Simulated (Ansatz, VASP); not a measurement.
**Two plane-wave programs on AlH2**

INCAR

```
ALGO = Normal
EDIFF = 1E-6
ENCUT = 520
GGA = PE
ISIF = 2
ISMEAR = 0
LASPH = True
LCHARG = False
LREAL = False
LWAVE = False
NBANDS = 14
NELM = 60
PREC = Accurate
SIGMA = 0.1
```

Contents of KPOINTS:

```
k-points
0
Gamma
  8 8 8
```

The input POSCAR:

```
AlH2
1.0
   -1.7808060687      1.7808060687      4.4762454260
    1.7808060687     -1.7808060687      4.4762454260
    1.7808060687      1.7808060687     -4.4762454260
Al H
2 4
Direct
    0.0000000000      0.0000000000      0.0000000000
    0.7500000000      0.2500000000      0.5000000000
    0.2066000000      0.2066000000      0.0000000000
    0.9566000000      0.4566000000      0.5000000000
    0.5434000000      0.0434000000      0.5000000000
    0.7934000000      0.7934000000      0.0000000000
```

Input for Ansatz:

```yaml
crystal:
  lattice:
    - [-1.7808060687, 1.7808060687, 4.476245426]
    - [1.7808060687, -1.7808060687, 4.476245426]
    - [1.7808060687, 1.7808060687, -4.476245426]
  atoms:
    - { symbol: Al, position: [0.0, 0.0, 0.0] }
    - { symbol: Al, position: [0.75, 0.25, 0.5] }
    - { symbol: H, position: [0.2066, 0.2066, 0.0] }
    - { symbol: H, position: [0.9566, 0.4566, 0.5] }
    - { symbol: H, position: [0.5434, 0.0434, 0.5] }
    - { symbol: H, position: [0.7934, 0.7934, 0.0] }
basis:
  ecutwfc: 420
kpoints:
  mp_grid: { grid: [8, 8, 8] }
hamiltonian:
  xc: pbe
scf:
  occupations: { method: gaussian, width: 0.1 }
  lower_state_search: "off"
output:
  forces: true
  stress: true
  eigenvalues: true
```

Alike in both runs: task single point; functional PBE; k mesh 8 × 8 × 8; occupations gaussian, width 0.1 eV; no spin polarisation.

|  | VASP | Ansatz |
| --- | --- | --- |
| version | VASP 6.6.1 | Ansatz 0.2.0 |
| potentials or method | VASP PAW PBE potentials, release 64 (Al, H), cutoff 520 eV | scalar-relativistic, plane waves, PAW |
| valence electrons in the cell | 10 | 10 |

VASP gave:

| Quantity | Value |
| --- | --- |
| gap on the k mesh at the Fermi level (eV) | none |
| pressure (GPa) | 7.0 |
| traceless stress, the component that is largest in VASP (GPa) | 2.71 |
| rms of the force components (eV/Å) | 0.133 |

Q: What did Ansatz give for the same quantities?

A: gap on the k mesh at the Fermi level (eV): none; pressure (GPa): 7.1; traceless stress, the component that is largest in VASP (GPa): 2.71; rms of the force components (eV/Å): 0.133.

Atom by atom the forces differ by 0.000 eV/Å (rms over components). A gap of «none» marks a metal or a gap that the smearing closes.
